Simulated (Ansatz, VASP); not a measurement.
# As in VASP and in Ansatz

```
As
1.0
     3.57162    0.00000    0.00000
    -1.78581    3.09312    0.00000
     0.00000    0.00000   20.29512
As
4
Direct
  0.33333 0.66667 0.22173
  0.66667 0.33333 0.29059
  0.66667 0.66667 0.45171
  0.33333 0.00000 0.52057
```

Alike in both runs: task single point; functional PBE; dispersion D3(BJ); k mesh 9 × 9 × 1; occupations gaussian, width 0.05 eV; no spin polarisation.

```csv
,VASP,Ansatz
version,VASP 6.6.1,Ansatz 0.2.0
potentials or method,"VASP PAW PBE potentials, release 64 (As), cutoff 520 eV","scalar-relativistic, plane waves, PAW"
valence electrons in the cell,20,60
```

VASP gave:

| Item | Value |
| --- | --- |
| gap on the k mesh at the Fermi level (eV) | 0.89 |
| least direct gap on the mesh (eV) | 1.45 |
| rms of the force components (eV/Å) | 0.054 |

Question: Which values does Ansatz return?

Answer: gap on the k mesh at the Fermi level (eV): 0.91; least direct gap on the mesh (eV): 1.48; rms of the force components (eV/Å): 0.040.

Atom by atom the forces differ by 0.053 eV/Å (rms over components). VASP's potentials hold 20 valence electrons a cell and Ansatz's 60, so a difference there can come from the potentials and not from the codes.
